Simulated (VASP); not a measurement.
Set up this calculation in VASP 6.6.1, as the native input.

```
Task                   : single point
Functional             : BLYP
Dispersion             : D3(BJ)
Potentials or basis    : VASP PAW PBE potentials, release 64 (Zn, S)
Cutoff                 : 520 eV
k mesh                 : 9 × 9 × 9
Occupations            : fermi-dirac, width 0.05 eV
Spin                   : no spin polarisation
Dipole correction      : no
Further INCAR settings : ALGO = Normal; EDIFF = 1e-06; NBANDS = 16
```

The structure of ZnS lies in POSCAR:

```
ZnS
1.0
    0.0000000000      2.6654820099      2.6654820099
    2.6654820099      0.0000000000      2.6654820099
    2.6654820099      2.6654820099      0.0000000000
Zn S
1 1
Direct
    0.7500000000      0.7500000000      0.7500000000
    0.0000000000      0.0000000000      0.0000000000
```

These files were run (other wordings do the same):

INCAR

```
AGGAC = 1.0
AGGAX = 1.0
ALDAC = 0.0
ALDAX = 1.0
ALGO = Normal
EDIFF = 1E-6
ENCUT = 520
GGA = B5
ISIF = 2
ISMEAR = -1
IVDW = 12
LASPH = T
LCHARG = F
LREAL = F
LWAVE = F
NBANDS = 16
NELM = 100
PREC = Accurate
SIGMA = 0.05
VDW_A1 = 0.4298
VDW_A2 = 4.2359
VDW_S6 = 1.0
VDW_S8 = 2.6996
```

KPOINTS

```
k-points
0
Gamma
  9 9 9
```

Potentials or basis: VASP PAW PBE potentials, release 64 (Zn, S).

The run is started by

```sh
$ cat potpaw_PBE.64/Zn/POTCAR potpaw_PBE.64/S/POTCAR > POTCAR
$ mpirun -np 1 vasp_std > vasp.out
```

Results of the run:

- Pressure: 2.5 GPa
- Band gap on the k mesh: 2.32 eV, direct
- Dispersion energy per atom: -0.699 eV

Caveat: the PAW data sets were made with another functional, which shifts forces and pressure a little.

It took 23 s on 1 thread of Intel Xeon 6975P-C (shared host), peak memory 0.17 GiB.
